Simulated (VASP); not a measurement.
# Al3Ni5 (Cmmm) in VASP: notebook, part 2 of 2

VASP 6.6.1. The steps go on from the part before.

## (3) Single point, PBEsol (strain -0.050 along x and y, +0.025 along z)

Contents of INCAR:

```
SYSTEM = Al3Ni5
PREC = Accurate
ENCUT = 520
EDIFF = 1E-7
ISMEAR = 0
SIGMA = 0.15
LREAL = .FALSE.
LASPH = .TRUE.
NELM = 100
ALGO = Fast
ISIF = 2
LWAVE = .FALSE.
LCHARG = .TRUE.
GGA = PS
LELF = .TRUE.
LVHAR = .TRUE.
NBANDS = 40
```

Contents of KPOINTS:

```
regular mesh
0
G
  8 8 10
  0 0 0
```

Contents of POSCAR:

```
Al3Ni5
1.0
    3.1286656596     -3.5073407196      0.0000000000
    3.1286656596      3.5073407196      0.0000000000
    0.0000000000      0.0000000000      3.8133634330
Al Ni
3 5
Direct
    0.5000000000      0.5000000000      0.0000000000
    0.7796888788      0.2203111212      0.5000000000
    0.2203111212      0.7796888788      0.5000000000
    0.0000000000      0.0000000000      0.0000000000
    0.0000000000      0.5000000000      0.0000000000
    0.5000000000      0.0000000000      0.0000000000
    0.2762373070      0.2762373070      0.5000000000
    0.7237626930      0.7237626930      0.5000000000
```

Potentials or basis: VASP PAW PBE potentials, release 64 (Al, Ni).

Command:

```bash
cat potpaw_PBE.64/Al/POTCAR potpaw_PBE.64/Ni/POTCAR > POTCAR
mpirun -np 1 vasp_std > vasp.out
```

OUTCAR:

```text
SYSTEM = Al3Ni5
   PREC = Accurate
   ENCUT = 520
   EDIFF = 1E-7
   ISMEAR = 0
   LREAL = .FALSE.
   LASPH = .TRUE.
   NELM = 100
   ISIF = 2
   GGA = PS

 ion  position               nearest neighbor table
   1  0.500  0.500  0.000-   5 2.35   6 2.35   6 2.35   5 2.35   7 2.37   8 2.37   7 2.37   8 2.37
                             2 2.74   3 2.74   2 2.74   3 2.74   4 3.13   4 3.13
   2  0.780  0.220  0.500-   7 2.32   8 2.32   8 2.41   7 2.41   4 2.45   4 2.45   5 2.48   5 2.48
                             6 2.48   6 2.48   1 2.74   1 2.74   3 3.09   3 3.16   3 3.16
   3  0.220  0.780  0.500-   7 2.32   8 2.32   8 2.41   7 2.41   4 2.45   4 2.45   5 2.48   5 2.48
                             6 2.48   6 2.48   1 2.74   1 2.74   2 3.09   2 3.16   2 3.16
   4  0.000  0.000  0.000-   5 2.35   6 2.35   5 2.35   6 2.35   2 2.45   3 2.45   2 2.45   3 2.45
                             7 2.57   8 2.57   7 2.57   8 2.57   1 3.13   1 3.13
   5  0.000  0.500  0.000-   1 2.35   4 2.35   4 2.35   1 2.35   2 2.48   3 2.48   3 2.48   2 2.48
                             7 2.60   8 2.60   7 2.60   8 2.60
   6  0.500  0.000  0.000-   1 2.35   4 2.35   1 2.35   4 2.35   2 2.48   3 2.48   3 2.48   2 2.48
                             7 2.60   8 2.60   7 2.60   8 2.60
   7  0.276  0.276  0.500-   2 2.32   3 2.32   1 2.37   1 2.37   2 2.41   3 2.41   4 2.57   4 2.57
[... 1238 lines left out ...]
     39      18.1622      0.00000
     40      18.8105      0.00000

 [... further k-points ...]

------------------------ aborting loop because EDIFF is reached ----------------------------------------

  FORCE on cell =-STRESS in cart. coord.  units (eV):
  Direction    XX          YY          ZZ          XY          YZ          ZX
  --------------------------------------------------------------------------------------
  -------------------------------------------------------------------------------------
  Total       11.2221988     13.2894758      3.6192237      0.0000000      0.0000000      0.0000000
  in kB      214.8390563    254.4152432     69.2868315      0.0000000      0.0000000      0.0000000
  external PRESSURE =     179.5137103 kB  Pullay stress =       0.0000000 kB

 VOLUME and BASIS-vectors are now :
 -----------------------------------------------------------------------------
  energy-cutoff  :      520.00
  volume of cell :       83.69
      direct lattice vectors                 reciprocal lattice vectors
     3.128665660 -3.507340720  0.000000000     0.159812538 -0.142558149  0.000000000
     3.128665660  3.507340720  0.000000000     0.159812538  0.142558149  0.000000000
     0.000000000  0.000000000  3.813363433     0.000000000  0.000000000  0.262235692

 POSITION                                       TOTAL-FORCE (eV/Angst)
 -----------------------------------------------------------------------------------
      3.12867      0.00000      0.00000         0.000000     -0.000000      0.000000
      3.12867     -1.96193      1.90668         0.000000      0.116566      0.000000
      3.12867      1.96193      1.90668         0.000000     -0.116566     -0.000000
      0.00000      0.00000      0.00000         0.000000     -0.000000      0.000000
      1.56433      1.75367      0.00000         0.000000     -0.000000      0.000000
      1.56433     -1.75367      0.00000         0.000000     -0.000000      0.000000
      1.72851      0.00000      1.90668         0.389748     -0.000000     -0.000000
      4.52882      0.00000      1.90668        -0.389748     -0.000000      0.000000
 -----------------------------------------------------------------------------------
    total drift:                                0.000000      0.000000      0.000000

  FREE ENERGIE OF THE ION-ELECTRON SYSTEM (eV)
  ---------------------------------------------------
  free  energy   TOTEN  =       -47.0810456405 eV

  energy  without entropy=      -47.0358833487  energy(sigma->0) =      -47.05846449
```

stdout:

```text
POSCAR found type information on POSCAR AlNi
 POSCAR found :  2 types and       8 ions
 scaLAPACK will be used
 -----------------------------------------------------------------------------
|                                                                             |
|                                                                             |
|     You enforced a specific xc type in the INCAR file but a different       |
|     I HOPE YOU KNOW WHAT YOU ARE DOING!                                     |
|                                                                             |
 -----------------------------------------------------------------------------

 LDA part: xc-table for (Slater+PW92), standard interpolation
 POSCAR, INCAR and KPOINTS ok, starting setup
 FFT: planning ... GRIDC
 FFT: planning ... GRID_SOFT
 FFT: planning ... GRID
 WAVECAR not read
 entering main loop
WARNING in EDDRMM: call to ZHEGV failed, returncode =   8  4     39
```

Run time: 5.5 min. Hardware: 1 thread of AMD EPYC 9R45 (Zen 5), shared host; peak memory 0.38 GiB.

Results:

| Property | Result |
| --- | --- |
| Free energy | -47.0810 eV |
| Pressure | 18.0 GPa |
| Largest force | 0.390 eV/Å |
| Band gap on the k mesh | zero (an odd number of electrons rules out a gap without spin polarisation) |

Forces on the atoms (eV/Å):
```
Al   0.000  0.000  0.000
Al   0.000  0.117  0.000
Al   0.000 -0.117  0.000
Ni   0.000  0.000  0.000
Ni   0.000  0.000  0.000
Ni   0.000  0.000  0.000
Ni   0.390  0.000  0.000
Ni  -0.390  0.000  0.000
```

Caveat: the cell differs from its parent crystal (strain -0.050 along x and y, +0.025 along z); the stress differs along the axes, from 7 to 25 GPa; the PAW data sets were made with another functional, which shifts forces and pressure a little. Spin polarisation is off, so any magnetic state and its effect on volume and gap are missing.

## (4) Single point, PBEsol (strain -0.050 along x and y, +0.050 along z)

Contents of INCAR:

```
  PREC = Accurate
  ENCUT = 520
  EDIFF = 1E-7
  ISMEAR = 0
  SIGMA = 0.15
  LREAL = False
  LASPH = True
  NELM = 60
  ALGO = Fast
  ISIF = 2
  LWAVE = False
  LCHARG = True
  GGA = PS
  LELF = True
  LVHAR = True
  NBANDS = 40
```

Contents of KPOINTS:

```
regular mesh
0
Gamma
  8 8 10
```

POSCAR, as its differences from that of step 3:

```diff
@@ -4,3 +4,3 @@
     3.1286656596      3.5073407196      0.0000000000
-    0.0000000000      0.0000000000      3.8133634330
+    0.0000000000      0.0000000000      3.9063722972
 Al Ni
```

Potentials or basis: VASP PAW PBE potentials, release 64 (Al, Ni).

Command:

```bash
cat potpaw_PBE.64/Al/POTCAR potpaw_PBE.64/Ni/POTCAR > POTCAR
mpirun -np 1 vasp_std > vasp.out
```

OUTCAR:

```text
PREC = Accurate
   ENCUT = 520
   EDIFF = 1E-7
   ISMEAR = 0
   LREAL = False
   LASPH = True
   NELM = 60
   ISIF = 2
   GGA = PS

 ion  position               nearest neighbor table
   1  0.500  0.500  0.000-   5 2.35   6 2.35   6 2.35   5 2.35   7 2.40   8 2.40   7 2.40   8 2.40
                             2 2.77   3 2.77   2 2.77   3 2.77   4 3.13   4 3.13
   2  0.780  0.220  0.500-   7 2.32   8 2.32   8 2.41   7 2.41   4 2.49   4 2.49   5 2.51   5 2.51
[... 1259 lines left out ...]
  Total        9.2183763     11.6952554     -0.8875826     -0.0000000      0.0000000      0.0000000
  in kB      172.2758001    218.5644638    -16.5874109     -0.0000000      0.0000000      0.0000000
  external PRESSURE =     124.7509510 kB  Pullay stress =       0.0000000 kB

 VOLUME and BASIS-vectors are now :
 -----------------------------------------------------------------------------
  energy-cutoff  :      520.00
  volume of cell :       85.73
      direct lattice vectors                 reciprocal lattice vectors
     3.128665660 -3.507340720  0.000000000     0.159812538 -0.142558149  0.000000000
     3.128665660  3.507340720  0.000000000     0.159812538  0.142558149  0.000000000
     0.000000000  0.000000000  3.906372297     0.000000000  0.000000000  0.255991985

 POSITION                                       TOTAL-FORCE (eV/Angst)
 -----------------------------------------------------------------------------------
      3.12867      0.00000      0.00000         0.000000      0.000000     -0.000000
      3.12867     -1.96193      1.95319         0.000000      0.104474     -0.000000
      3.12867      1.96193      1.95319         0.000000     -0.104474      0.000000
      0.00000      0.00000      0.00000         0.000000      0.000000     -0.000000
      1.56433      1.75367      0.00000         0.000000      0.000000     -0.000000
      1.56433     -1.75367      0.00000         0.000000      0.000000     -0.000000
      1.72851      0.00000      1.95319         0.479436      0.000000     -0.000000
      4.52882      0.00000      1.95319        -0.479436      0.000000     -0.000000
 -----------------------------------------------------------------------------------
    total drift:                                0.000000      0.000000      0.000000

  FREE ENERGIE OF THE ION-ELECTRON SYSTEM (eV)
  ---------------------------------------------------
  free  energy   TOTEN  =       -47.1128925045 eV

  energy  without entropy=      -47.0643692878  energy(sigma->0) =      -47.08863090
```

OSZICAR:

```text
N       E                     dE             d eps       ncg     rms          rms(c)
DAV:   1     0.399481871747E+03    0.39948E+03   -0.24828E+04 10088   0.183E+03
DAV:   2    -0.233322381563E+02   -0.42281E+03   -0.40421E+03 10080   0.375E+02
[... 10 lines left out ...]
RMM:  13    -0.471128951325E+02   -0.74533E-04   -0.21921E-03 12716   0.250E-01    0.132E-01
RMM:  14    -0.471128926598E+02    0.24727E-05   -0.54072E-04 11263   0.168E-01    0.611E-02
RMM:  15    -0.471128847304E+02    0.79295E-05   -0.23095E-04 12843   0.104E-01    0.154E-02
RMM:  16    -0.471128918280E+02   -0.70976E-05   -0.80531E-05 13857   0.465E-02    0.128E-02
RMM:  17    -0.471128920896E+02   -0.26165E-06   -0.88155E-06 11826   0.232E-02    0.538E-03
RMM:  18    -0.471128925384E+02   -0.44874E-06   -0.47784E-06 14680   0.102E-02    0.362E-03
RMM:  19    -0.471128925045E+02    0.33828E-07   -0.25033E-07  7133   0.335E-03
   1 F= -.47112893E+02 E0= -.47088631E+02  d E =-.485232E-01
```

stdout:

```text
POSCAR found type information on POSCAR AlNi
 POSCAR found :  2 types and       8 ions
 scaLAPACK will be used
 -----------------------------------------------------------------------------
|                                                                             |
|                                                                             |
|     You enforced a specific xc type in the INCAR file but a different       |
|     I HOPE YOU KNOW WHAT YOU ARE DOING!                                     |
|                                                                             |
 -----------------------------------------------------------------------------

 LDA part: xc-table for (Slater+PW92), standard interpolation
 POSCAR, INCAR and KPOINTS ok, starting setup
 FFT: planning ... GRIDC
 FFT: planning ... GRID_SOFT
 FFT: planning ... GRID
 WAVECAR not read
 entering main loop
```

Run time: 5.8 min. Hardware: 1 thread of AMD EPYC 9R45 (Zen 5), shared host; peak memory 0.39 GiB.

Results:

```
Free energy            : -47.1129 eV
Pressure               : 12.5 GPa
Largest force          : 0.479 eV/Å
Band gap on the k mesh : zero (an odd number of electrons rules out a gap without spin polarisation)
```

Forces in eV/Å, atoms in the order of the input:
```
Al   0.000  0.000  0.000
Al   0.000  0.104  0.000
Al   0.000 -0.104  0.000
Ni   0.000  0.000  0.000
Ni   0.000  0.000  0.000
Ni   0.000  0.000  0.000
Ni   0.479  0.000  0.000
Ni  -0.479  0.000  0.000
```

Stress tensor (GPa, compression positive):
```
17.23  0.00  0.00
 0.00 21.86  0.00
 0.00  0.00 -1.66
```

Caveat: the cell differs from its parent crystal (strain -0.050 along x and y, +0.050 along z); the stress differs along the axes, from -2 to 22 GPa; the PAW data sets were made with another functional, which shifts forces and pressure a little. Spin polarisation is off, so any magnetic state and its effect on volume and gap are missing.

## (5) The runs side by side

| cell | gap on the mesh (eV) | pressure (GPa) | largest force (eV/Å) |
| --- | --- | --- | --- |
| a = 4.824, b = 4.824, c = 3.534 Å, angles 90.0, 90.0, 96.5°, 8 atoms | none | 24.1 | 0.15 |
| a = 4.700, b = 4.700, c = 3.813 Å, angles 90.0, 90.0, 96.5°, 8 atoms | none | 18.0 | 0.39 |
| a = 4.700, b = 4.700, c = 3.906 Å, angles 90.0, 90.0, 96.5°, 8 atoms | none | 12.5 | 0.48 |

Alike in all rows: task single point; level PBEsol; potentials or basis VASP PAW PBE potentials, release 64 (Al, Ni); no spin polarisation; k mesh 8 × 8 × 10; cutoff (eV) 520; smearing gaussian 0.15 eV.

Caveats: the PAW data sets were made with another functional, which shifts forces and pressure a little; the stress differs along the axes, from 22 to 28 GPa (at least some runs); the stress differs along the axes, from 7 to 25 GPa (at least some runs); the stress differs along the axes, from -2 to 22 GPa (at least some runs).

Total energies depend on the potentials used, so only differences within one code and one set of settings carry meaning.
